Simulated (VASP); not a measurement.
A run of VASP 6.6.1:

The input POSCAR:

```
Ti
1.0
    2.9500000000      0.0000000000      0.0000000000
   -1.4750000000      2.5547749412      0.0000000000
    0.0000000000      0.0000000000      4.6800000000
Ti
2
Direct
    0.3333333333      0.6666666667      0.2500000000
    0.6666666667      0.3333333333      0.7500000000
```

File INCAR.step1:

```
PREC     = Accurate       # precision mode
ENCUT    = 520            # plane-wave cutoff, eV
EDIFF    = 1E-6           # SCF threshold, eV
ISMEAR   = -1             # smearing method
SIGMA    = 0.05           # smearing width, eV
LREAL    = False          # projectors in reciprocal space
LASPH    = True           # aspherical terms in the spheres
NELM     = 60             # most SCF steps
ALGO     = Normal         # electronic algorithm
ISIF     = 2              # what is computed and relaxed
LWAVE    = False          # write WAVECAR
LCHARG   = True           # write CHGCAR
LMAXMIX  = 4              # l up to which the mixer works
GGA      = PE             # functional
NBANDS   = 19             # bands
```

Contents of KPOINTS.step1:

```
Automatic mesh
0
Gamma
  13 13 7
```

The input INCAR.step2:

```
PREC     = Accurate       # precision mode
ENCUT    = 520            # plane-wave cutoff, eV
EDIFF    = 1E-6           # SCF threshold, eV
ISMEAR   = -5             # smearing method
SIGMA    = 0.05           # smearing width, eV
LREAL    = False          # projectors in reciprocal space
LASPH    = True           # aspherical terms in the spheres
NELM     = 60             # most SCF steps
ALGO     = Normal         # electronic algorithm
ISIF     = 2              # what is computed and relaxed
LWAVE    = False          # write WAVECAR
LCHARG   = False          # write CHGCAR
LMAXMIX  = 4              # l up to which the mixer works
GGA      = PE             # functional
LORBIT   = 10             # projections on sites
NBANDS   = 19             # bands
NEDOS    = 2001           # points of the DOS
ICHARG   = 11             # starting density
```

The input KPOINTS.step2:

```
Automatic mesh
0
Gamma
  20 20 11
```

Potentials or basis: VASP PAW PBE potentials, release 64 (Ti_sv).

Run with:

```console
$ cat potpaw_PBE.64/Ti_sv/POTCAR > POTCAR
$ cp INCAR.step1 INCAR
$ cp KPOINTS.step1 KPOINTS
$ mpirun -np 1 vasp_std > vasp.out
$ cp INCAR.step2 INCAR
$ cp KPOINTS.step2 KPOINTS
$ mpirun -np 1 vasp_std > vasp.out
```

Hardware: 1 thread of Intel(R) Xeon(R) Platinum 8259CL CPU @ 2.50GHz (Skylake/Cascade Lake), on a shared host.

Task: Estimate the wall time of this run.

Result: Wall time 93 s on 1 thread of Intel(R) Xeon(R) Platinum 8259CL CPU @ 2.50GHz (Skylake/Cascade Lake) (shared host), peak memory 0.26 GiB. Counts: k points 264.
